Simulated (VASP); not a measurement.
# B (Pm-3m) in VASP: further runs

The runs below take B through single point, relaxation of cell and atoms, with PBE.

Everything below comes from runs of VASP 6.6.1. Logs are shortened: lines on timing, memory, paths and dates and some standing lists are left out, and cuts for length are marked.

## 1. The cell of the first run

Symmetry: Pm-3m, No. 221, cubic system. The conventional cell has a = 1.886 Å, b = 1.886 Å, c = 1.886 Å, α = 90.00°, β = 90.00°, γ = 90.00°. Within 2.5 Å of B (site symmetry m-3m) lie 6 B at 1.89 Å.

## 2. Single point, PBE

Input file INCAR:

```
PREC = Accurate
ENCUT = 520
EDIFF = 1E-7
ISMEAR = -1
SIGMA = 0.05
LREAL = F
LASPH = T
NELM = 60
ALGO = Normal
ISIF = 2
LWAVE = F
LCHARG = F
GGA = PE
NBANDS = 8
```

Input file KPOINTS:

```
regular mesh
0
Gamma
  18 18 18
```

Input file POSCAR:

```
B
1.0
    1.8855081809      0.0000000000      0.0000000000
    0.0000000000      1.8855081809      0.0000000000
    0.0000000000      0.0000000000      1.8855081809
B
1
Direct
    0.0000000000      0.0000000000      0.0000000000
```

Potentials or basis: VASP PAW PBE potentials, release 64 (B).

Launch:

```console
$ cat potpaw_PBE.64/B/POTCAR > POTCAR
$ mpirun -np 1 vasp_std > vasp.out
```

OUTCAR:

```text
PREC = Accurate
   ENCUT = 520
   EDIFF = 1E-7
   ISMEAR = -1
   LREAL = F
   LASPH = T
   NELM = 60
   ISIF = 2
   GGA = PE

 ion  position               nearest neighbor table
   1  0.000  0.000  0.000-

  LATTYP: Found a simple cubic cell.
 ALAT       =     1.8855081809

  Lattice vectors:

 A1 = (   1.8855081809,   0.0000000000,   0.0000000000)
 A2 = (   0.0000000000,   1.8855081809,   0.0000000000)
 A3 = (   0.0000000000,   0.0000000000,   1.8855081809)

Analysis of symmetry for initial positions (statically):
=====================================================================
 Subroutine PRICEL returns:
 Original cell was already a primitive cell.

 Routine SETGRP: Setting up the symmetry group for a
 simple cubic supercell.

 Subroutine GETGRP returns: Found 48 space group operations
 (whereof 48 operations were pure point group operations)
 out of a pool of 48 trial point group operations.

The static configuration has the point symmetry O_h .

Analysis of symmetry for dynamics (positions and initial velocities):
=====================================================================
 Subroutine PRICEL returns:
 Original cell was already a primitive cell.

 Routine SETGRP: Setting up the symmetry group for a
 simple cubic supercell.

 Subroutine GETGRP returns: Found 48 space group operations
 (whereof 48 operations were pure point group operations)
 out of a pool of 48 trial point group operations.

The dynamic configuration has the point symmetry O_h .

 Subroutine INISYM returns: Found 48 space group operations
 (whereof 48 operations are pure point group operations),
 and found     1 'primitive' translations

----------------------------------------------------------------------------------------

                                     Primitive cell

  volume of cell :       6.7032

  direct lattice vectors                    reciprocal lattice vectors
     1.885508181  0.000000000  0.000000000     0.530360998  0.000000000  0.000000000
     0.000000000  1.885508181  0.000000000     0.000000000  0.530360998  0.000000000
     0.000000000  0.000000000  1.885508181     0.000000000  0.000000000  0.530360998

  length of vectors
     1.885508181  1.885508181  1.885508181     0.530360998  0.530360998  0.530360998

  position of ions in fractional coordinates (direct lattice)
     0.000000000  0.000000000  0.000000000

  ion indices of the primitive-cell ions
   primitive index   ion index
                 1           1

----------------------------------------------------------------------------------------

 KPOINTS: regular mesh

Automatic generation of k-mesh.
 Grid dimensions read from file:
 generate k-points for:   18   18   18

 Generating k-lattice:

  Cartesian coordinates                     Fractional coordinates (reciprocal lattice)
     0.029464500  0.000000000  0.000000000     0.055555556  0.000000000  0.000000000
     0.000000000  0.029464500  0.000000000     0.000000000  0.055555556  0.000000000
     0.000000000  0.000000000  0.029464500     0.000000000  0.000000000  0.055555556

  Length of vectors
     0.029464500  0.029464500  0.029464500

  Shift w.r.t. Gamma in fractional coordinates (k-lattice)
     0.000000000  0.000000000  0.000000000

 Subroutine IBZKPT returns following result:
 ===========================================

 Found    220 irreducible k-points:

 Following reciprocal coordinates:
            Coordinates               Weight
  0.000000  0.000000  0.000000      1.000000
  0.055556  0.000000  0.000000      6.000000
  0.111111  0.000000  0.000000      6.000000
  0.166667  0.000000  0.000000      6.000000
  0.222222  0.000000  0.000000      6.000000
  0.277778  0.000000  0.000000      6.000000
[... 16 lines left out ...]
  0.277778  0.111111  0.000000     24.000000
  0.333333  0.111111  0.000000     24.000000
 [... further k-points ...]
   k-points           NKPTS =    220   k-points in BZ     NKDIM =    220   number of bands    NBANDS=      8
   number of dos      NEDOS =    301   number of ions     NIONS =      1
   total plane-waves  NPLWV =   2744
   dimension x,y,z NGX =    14 NGY =   14 NGZ =   14
   dimension x,y,z NGXF=    28 NGYF=   28 NGZF=   28
   ions per type =               1
   NGX,Y,Z   is equivalent  to a cutoff of  12.34, 12.34, 12.34 a.u.
   NGXF,Y,Z  is equivalent  to a cutoff of  24.69, 24.69, 24.69 a.u.
 SYSTEM =  unknown system
   PREC   = accura    normal or accurate (medium, high low for compatibility)
   ISTART =      0    job   : 0-new  1-cont  2-samecut
   ICHARG =      2    charge: 1-file 2-atom 10-const
   ISPIN  =      1    spin polarized calculation?
   LNONCOLLINEAR =      F non collinear calculations
   LSORBIT =      F    spin-orbit coupling
   LASPH  =      T    aspherical Exc in radial PAW
   ENCUT  =  520.0 eV  38.22 Ry    6.18 a.u.   3.51  3.51  3.51*2*pi/ulx,y,z
   NELM   =     60;   NELMIN=  2; NELMDL= -5     # of ELM steps
   EDIFF  = 0.1E-06   stopping-criterion for ELM
   LREAL  =      F    real-space projection
   EDIFFG = 0.1E-05   stopping-criterion for IOM
   NSW    =      0    number of steps for IOM
   IBRION =     -1    ionic relax: 0-MD 1-quasi-New 2-CG
   NFREE  =      0    steps in history (QN), initial steepest desc. (CG)
   ISIF   =      2    stress and relaxation
   ISYM   =      2    0-nonsym 1-usesym 2-fastsym
   POTIM  = 0.5000    time-step for ionic-motion
   TEBEG  =    0.0;   TEEND  =   0.0 temperature during run
   PSTRESS=    0.0 pullay stress
   NELECT =       3.0000    total number of electrons
   NUPDOWN=      -1.0000    fix difference up-down
   EMIN   =  10.00;   EMAX   =-10.00  energy-range for DOS
   EFERMI =   0.00;   METHOD = LEGACY
   ISMEAR =    -1;   SIGMA  =   0.05  broadening in eV -4-tet -1-fermi 0-gaus
   EFERMI_NEDOS =   21; number of points for ismear=-14 and -15
   IALGO  =     38    algorithm
   IMIX   =      4    mixing-type and parameters
     AMIX     =   0.40;   BMIX     =  1.00
     AMIX_MAG =   1.60;   BMIX_MAG =  1.00
  volume/ion in A,a.u.               =       6.70        45.24
  Fermi-wavevector in a.u.,A,eV,Ry     =   1.252238  2.366386 21.335291  1.568100
  Thomas-Fermi vector in A             =   2.386148
   LORBIT       =      0    0 simple, 1 ext, 2 COOP (PROOUT), +10 PAW based schemes
   GGA     = PE    functional components
   LHFCALC =     F    Hartree Fock is set to
   AEXX    =    0.0000 exact exchange contribution
   IVDW    =     0    specifies the selected vdW correction
   LEPSILON=     F    determine dielectric tensor
   LRPA    =     F    only Hartree local field effects (RPA)
 non-spin polarized calculation
  energy-cutoff  :      520.00
  volume of cell :        6.70
 maximum number of plane-waves:       192
   NGX =  7   NGY =  7   NGZ =  7

 number of electron       3.0000000 magnetization

 Free energy of the ion-electron system (eV)
  ---------------------------------------------------
  ext. energy  EPLUGINS =         0.00000000
  ---------------------------------------------------
  free energy    TOTEN  =        -5.60628838 eV

  energy without entropy =       -5.60310355  energy(sigma->0) =       -5.60469596

 E-fermi :   7.0605     XC(G=0): -12.3785

 val. band max:        7.0340992800   @ k =   0.3333   0.1667   0.0000
 cond. band min:       7.0927770770   @ k =   0.3889   0.3333   0.1667
 fundamental gap:      0.0586777970
 Fermi energy:         7.0605311471

 k-point     1 :       0.0000    0.0000    0.0000
  band No.  band energies     occupation
      1      -8.7566      2.00000
      2      20.6225      0.00000
      3      20.6225      0.00000
      4      20.6225      0.00000
      5      31.0546      0.00000
      6      31.0546      0.00000
      7      40.1190      0.00000
      8      60.3230      0.00000

 k-point     2 :       0.0556    0.0000    0.0000
  band No.  band energies     occupation
      1      -8.6517      2.00000
      2      19.5320      0.00000
      3      20.7104      0.00000
      4      20.7104      0.00000
      5      31.1771      0.00000
      6      32.2613      0.00000
      7      40.0602      0.00000
      8      59.4812      0.00000

 k-point     3 :       0.1111    0.0000    0.0000
  band No.  band energies     occupation
      1      -8.3370      2.00000
      2      17.1373      0.00000
      3      20.9701      0.00000
      4      20.9701      0.00000
      5      31.5435      0.00000
      6      34.9369      0.00000
      7      39.9397      0.00000
      8      57.3092      0.00000

 k-point     4 :       0.1667    0.0000    0.0000
  band No.  band energies     occupation
      1      -7.8134      2.00000
      2      14.3747      0.00000
      3      21.3883      0.00000
      4      21.3883      0.00000
      5      32.1497      0.00000
      6      37.6234      0.00000
      7      40.2355      0.00000
      8      54.5410      0.00000

 k-point     5 :       0.2222    0.0000    0.0000
  band No.  band energies     occupation
      1      -7.0820      2.00000
      2      11.5926      0.00000
      3      21.9408      0.00000
      4      21.9408      0.00000
      5      32.9872      0.00000
      6      38.3008      0.00000
      7      42.5215      0.00000
      8      51.7034      0.00000
[... 177 lines left out ...]
 k-point    22 :       0.2222    0.1111    0.0000
  band No.  band energies     occupation
      1      -6.6624      2.00000
      2      11.7568      0.00000
      3      19.1620      0.00000
      4      22.2762      0.00000
      5      35.6330      0.00000
      6      37.5386      0.00000
      7      42.9090      0.00000
      8      49.8452      0.00000

 k-point    23 :       0.2778    0.1111    0.0000
  band No.  band energies     occupation
      1      -5.7261      2.00000
      2       9.1661      0.00000
      3      19.8688      0.00000
      4      22.9154      0.00000
      5      36.1954      0.00000
      6      36.7753      0.00000
      7      45.5558      0.00000
      8      47.9404      0.00000

 k-point    24 :       0.3333    0.1111    0.0000
  band No.  band energies     occupation
      1      -4.5898      2.00000
      2       6.6980      1.99858
      3      20.6712      0.00000
      4      23.5841      0.00000
      5      35.0230      0.00000
      6      37.7799      0.00000
      7      45.6189      0.00000
      8      47.2132      0.00000

 [... further k-points ...]
[... 5 lines left out ...]
  --------------------------------------------------------------------------------------
  -------------------------------------------------------------------------------------
  Total        0.0021689      0.0021689      0.0021689     -0.0000000     -0.0000000      0.0000000
  in kB        0.5184108      0.5184108      0.5184108     -0.0000000     -0.0000000      0.0000000
  external PRESSURE =       0.5184108 kB  Pullay stress =       0.0000000 kB

 VOLUME and BASIS-vectors are now :
 -----------------------------------------------------------------------------
  energy-cutoff  :      520.00
  volume of cell :        6.70
      direct lattice vectors                 reciprocal lattice vectors
     1.885508181  0.000000000  0.000000000     0.530360998  0.000000000  0.000000000
     0.000000000  1.885508181  0.000000000     0.000000000  0.530360998  0.000000000
     0.000000000  0.000000000  1.885508181     0.000000000  0.000000000  0.530360998

 POSITION                                       TOTAL-FORCE (eV/Angst)
 -----------------------------------------------------------------------------------
      0.00000      0.00000      0.00000         0.000000      0.000000      0.000000
 -----------------------------------------------------------------------------------
    total drift:                               -0.000000      0.000000     -0.000000

  FREE ENERGIE OF THE ION-ELECTRON SYSTEM (eV)
  ---------------------------------------------------
  free  energy   TOTEN  =        -5.6062883797 eV

  energy  without entropy=       -5.6031035496  energy(sigma->0) =       -5.60469596
```

It took 3.4 s on 1 thread of Intel Xeon Platinum 8559C (Emerald Rapids), shared host; peak memory 0.11 GiB.

What came out:

```yaml
Free_energy: -5.6063 eV
Pressure: 0.1 GPa
```

[end of part 1 of 2]
